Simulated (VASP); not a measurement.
Input of a VASP 6.6.1 run:

INCAR

```
PREC     = Accurate       # precision mode
ENCUT    = 520            # plane-wave cutoff, eV
EDIFF    = 1E-7           # SCF threshold, eV
ISMEAR   = 0              # smearing method
SIGMA    = 0.1            # smearing width, eV
LREAL    = F              # projectors in reciprocal space
LASPH    = T              # aspherical terms in the spheres
NELM     = 80             # most SCF steps
ALGO     = Normal         # electronic algorithm
ISIF     = 2              # what is computed and relaxed
LWAVE    = F              # write WAVECAR
LCHARG   = F              # write CHGCAR
GGA      = PE             # functional
NBANDS   = 16             # bands
```

KPOINTS

```
regular mesh
0
Gamma
  12 12 12
```

Contents of POSCAR:

```
InSb
1.0
    0.0000000000      3.3174249912      3.3174249912
    3.3174249912      0.0000000000      3.3174249912
    3.3174249912      3.3174249912      0.0000000000
In Sb
1 1
Direct
    0.0000000000      0.0000000000      0.0000000000
    0.7500000000      0.7500000000      0.7500000000
```

Potentials or basis: VASP PAW PBE potentials, release 64 (In_d, Sb).

Launch:

```console
$ cat potpaw_PBE.64/In_d/POTCAR potpaw_PBE.64/Sb/POTCAR > POTCAR
$ mpirun -np 1 vasp_std > vasp.out
```

(1) Predict the pressure.

(2) Estimate the band gap on the k mesh.

## Answers

(1) 0.0 GPa.

(2) zero (filled and empty bands touch).

Caveat: spin-orbit coupling is left out, which moves the levels of the heavy elements.

**What was measured.**

“Electronic Structure and Epitaxy of CdTe Shells on InSb Nanowires”, 2021, arxiv:2111.05126 quotes, for a bulk crystal of InSb: band gap 0.24 eV.

Measured gap of InSb: 0.24 eV (quoted in “Electronic Structure and Epitaxy of CdTe Shells on InSb Nanowires”, 2021, arxiv:2111.05126). This calculation gives 0.00 eV (-0.24 eV). Spin-orbit coupling on In, Sb is left out. The value is that of PBE on a finite k mesh, which can miss the band edges, without temperature or zero-point motion. Semilocal functionals fall short of measured gaps as a rule.
